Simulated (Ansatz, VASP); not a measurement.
# TaN: VASP beside Ansatz

File INCAR:

```
SYSTEM = TaN
ALGO = Normal
EDIFF = 1E-6
ENCUT = 520
GGA = CA
ISIF = 2
ISMEAR = -1
LASPH = .TRUE.
LCHARG = .TRUE.
LELF = .TRUE.
LREAL = .FALSE.
LVHAR = .TRUE.
LWAVE = .FALSE.
NBANDS = 15
NELM = 60
PREC = Accurate
SIGMA = 0.02
```

KPOINTS

```
k-points
0
G
  12 12 10
  0 0 0
```

The input POSCAR:

```
TaN
1.0
    2.8780228691      0.0000000000      0.0000000000
   -1.4390114346      2.4924409174      0.0000000000
    0.0000000000      0.0000000000      2.8241467514
Ta N
1 1
Direct
    0.3333333333      0.6666666667      0.5000000000
    0.0000000000      0.0000000000      0.0000000000
```

Input for Ansatz:

```yaml
crystal:
  lattice:
    - [2.8780228691, 0.0, 0.0]
    - [-1.4390114346, 2.4924409174, 0.0]
    - [0.0, 0.0, 2.8241467514]
  atoms:
    - { symbol: Ta, position: [0.3333333333, 0.6666666667, 0.5] }
    - { symbol: "N", position: [0.0, 0.0, 0.0] }
kpoints:
  mp_grid: { grid: [12, 12, 10] }
  band_path:
    path:
      - [0.0, 0.0, 0.0]
      - [0.5, 0.0, 0.0]
      - [0.3333333333, 0.3333333333, 0.0]
      - [0.0, 0.0, 0.0]
      - [0.0, 0.0, 0.5]
      - [0.5, 0.0, 0.5]
      - [0.3333333333, 0.3333333333, 0.5]
      - [0.0, 0.0, 0.5]
      - [0.5, 0.0, 0.5]
    npoints: 5
scf:
  occupations: { method: fermi_dirac, width: 0.02 }
hamiltonian:
  xc: lda
  pseudopotentials: { kind: all_electron, lapw: { basis_error: 0.00025 } }
output:
  forces: true
  stress: true
  eigenvalues: true
```

Change from the starting cell: volume scaled by 0.94.

Alike in both runs: task single point; functional LDA; k mesh 12 × 12 × 10; occupations fermi-dirac, width 0.02 eV; no spin polarisation.

```csv
,VASP,Ansatz
version,VASP 6.6.1,Ansatz 0.2.0
potentials or method,"VASP PAW LDA potentials, release 64 (Ta_pv, N), cutoff 520 eV","all-electron LAPW, scalar-relativistic"
```

VASP gave:

* pressure (GPa): 14.2
* traceless stress, the component that is largest in VASP (GPa): 1.01

Problem. What did Ansatz give for the same quantities?

Solution. Pressure (GPa): 11.8; traceless stress, the component that is largest in VASP (GPa): 0.78.

LDA's correlation is that of Perdew and Zunger in VASP and of Perdew and Wang (1992) in Ansatz. Ansatz ran all-electron here, and VASP with PAW potentials.

Spin-orbit coupling is off throughout.
